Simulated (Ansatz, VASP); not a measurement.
# One calculation of SiC, two programs

```
Si C
1.0
     3.07530    0.00000    0.00000
    -1.53765    2.66329    0.00000
     0.00000    0.00000    5.04834
Si C
2 2
Direct
  0.33333 0.66667 0.49960
  0.66667 0.33333 0.99960
  0.33333 0.66667 0.87540
  0.66667 0.33333 0.37540
```

Alike in both runs: functional r2SCAN; k mesh 12 × 12 × 6; occupations gaussian, width 0.02 eV; no spin polarisation.

Ansatz relaxed the structure, and its values are those at the end. VASP's run is a single point on that final structure, the one shown.

|  | VASP | Ansatz |
| --- | --- | --- |
| version | VASP 6.6.1 | Ansatz 0.2.0 |
| potentials or method | VASP PAW PBE potentials, release 64 (Si, C), cutoff 520 eV | scalar-relativistic, plane waves, PAW |
| valence electrons in the cell | 16 | 16 |

VASP gave:

```
gap on the k mesh at the Fermi level (eV) : 2.66
least direct gap on the mesh (eV)         : 4.48
pressure (GPa)                            : -0.2
```

Q: What did Ansatz give for the same quantities?

A: gap on the k mesh at the Fermi level (eV): 2.65; least direct gap on the mesh (eV): 4.48; pressure (GPa): 0.0.

VASP's potentials were made for PBE, not for r2SCAN.
